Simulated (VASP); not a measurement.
Here is a VASP 6.6.1 calculation.

File INCAR:

```
SYSTEM = WSe2
ALGO = Normal
EDIFF = 1E-7
ENCUT = 520
GGA = PE
ISIF = 2
ISMEAR = 0
IVDW = 12
LASPH = .TRUE.
LCHARG = .TRUE.
LELF = .TRUE.
LREAL = .FALSE.
LVHAR = .TRUE.
LWAVE = .FALSE.
NBANDS = 20
NELM = 100
PREC = Accurate
SIGMA = 0.05
```

The input KPOINTS:

```
k-points
0
G
  9 9 4
  0 0 0
```

File POSCAR:

```
WSe2
1.0
    3.3937499859      0.0000000000      0.0000000000
   -1.6968749929      2.9390737019      0.0000000000
    0.0000000000      0.0000000000      6.5152257712
W Se
1 2
Direct
    0.0000000000      0.0000000000      0.0000000000
    0.3333333333      0.6666666667      0.2405528385
    0.3333333333      0.6666666667      0.7594471615
```

Potentials or basis: VASP PAW PBE potentials, release 64 (W_sv, Se).

Command:

```sh
$ cat potpaw_PBE.64/W_sv/POTCAR potpaw_PBE.64/Se/POTCAR > POTCAR
$ mpirun -np 1 vasp_std > vasp.out
```

Task: What does it give for the dispersion energy per atom?

Result: -0.433 eV.

Task: Estimate the band gap on the k mesh.

Result: 0.23 eV (least direct gap 1.09 eV).

Forces in eV/Å, atoms in the order of the input:
```
W    0.000  0.000  0.000
Se   0.000  0.000  1.304
Se   0.000  0.000 -1.304
```

Caveat: the cell differs from its parent crystal (strain +e along x and -e along y +0.0000, strain +e along z and -e/2 along x and y -0.0700); spin-orbit coupling is left out, which moves the levels of the heavy elements; an odd mesh through Γ misses points on the zone boundary, where band edges can lie; forces of over 1 eV/Å act on the atoms, so gaps and moduli don't describe the material at rest.
